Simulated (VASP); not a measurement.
Input of a VASP 6.6.1 run:

Contents of INCAR:

```
SYSTEM = KF
PREC = Accurate ; ENCUT = 520
EDIFF = 1E-7 ; ISMEAR = 0
SIGMA = 0.05 ; LREAL = .False.
LASPH = .True. ; NELM = 60
ALGO = Normal ; ISIF = 2
LWAVE = .False. ; LCHARG = .True.
GGA = CA ; LELF = .True.
LVHAR = .True. ; NBANDS = 15
```

The input KPOINTS:

```
Automatic mesh
0
Gamma
  8 8 8
  0 0 0
```

File POSCAR:

```
KF
1.0
    3.0667940715      0.0000000000      0.0000000000
    0.0000000000      3.0667940715      0.0000000000
    0.0000000000      0.0000000000      3.6801528858
K F
1 1
Direct
    0.0000000000      0.0000000000      0.0000000000
    0.5000000000      0.5000000000      0.5000000000
```

Potentials or basis: VASP PAW LDA potentials, release 64 (K_sv, F).

Run with:

```sh
$ cat potpaw_LDA.64/K_sv/POTCAR potpaw_LDA.64/F/POTCAR > POTCAR
$ mpirun -np 1 vasp_std > vasp.out
```

Task: Estimate the pressure.

Result: -5.6 GPa.

Task: What does it give for the band gap on the k mesh?

Result: 5.34 eV, indirect (least direct gap 5.41 eV).

Stress tensor (GPa, compression positive):
```
 -0.25   0.00   0.00
  0.00  -0.25   0.00
  0.00   0.00 -16.35
```

 A k mesh can miss the band edges.
